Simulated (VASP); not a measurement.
Write the native input for VASP 6.6.1 that does the following.

```
Task                   : single point
Functional             : PBE
Potentials or basis    : VASP PAW PBE potentials, release 64 (Li_sv, Cl)
Cutoff                 : 520 eV
k mesh                 : 8 × 8 × 8
Occupations            : fermi-dirac, width 0.02 eV
Spin                   : no spin polarisation
Dipole correction      : no
Further INCAR settings : ALGO = Normal; EDIFF = 1e-07; NBANDS = 12
```

The structure of LiCl lies in POSCAR:

```
LiCl
1.0
    0.0560624114      2.6120994039      2.6120994039
    2.6120994039      0.0560624114      2.6120994039
    2.6120994039      2.6120994039      0.0560624114
Li Cl
1 1
Direct
    0.0000000000      0.0000000000      0.0000000000
    0.5000000000      0.5000000000      0.5000000000
```

This cell differs from its parent crystal: strain along [111] +3.3%.

The input as run:

INCAR

```
PREC = Accurate ; ENCUT = 520
EDIFF = 1E-7 ; ISMEAR = -1
SIGMA = 0.02 ; LREAL = False
LASPH = True ; NELM = 80
ALGO = Normal ; ISIF = 2
LWAVE = False ; LCHARG = False
GGA = PE ; NBANDS = 12
```

KPOINTS

```
regular mesh
0
Gamma
  8 8 8
```

Potentials or basis: VASP PAW PBE potentials, release 64 (Li_sv, Cl).

Launch:

```bash
$ cat potpaw_PBE.64/Li_sv/POTCAR potpaw_PBE.64/Cl/POTCAR > POTCAR
$ mpirun -np 1 vasp_std > vasp.out
```

It gave:

- Band gap on the k mesh: 6.14 eV, direct

Caveat: the cell differs from its parent crystal (strain along [111] +3.3%).

Run time: 21 s on 1 thread of AMD EPYC 7R43 64-Core Processor (Zen 3), with other jobs on the host, peak memory 0.12 GiB.
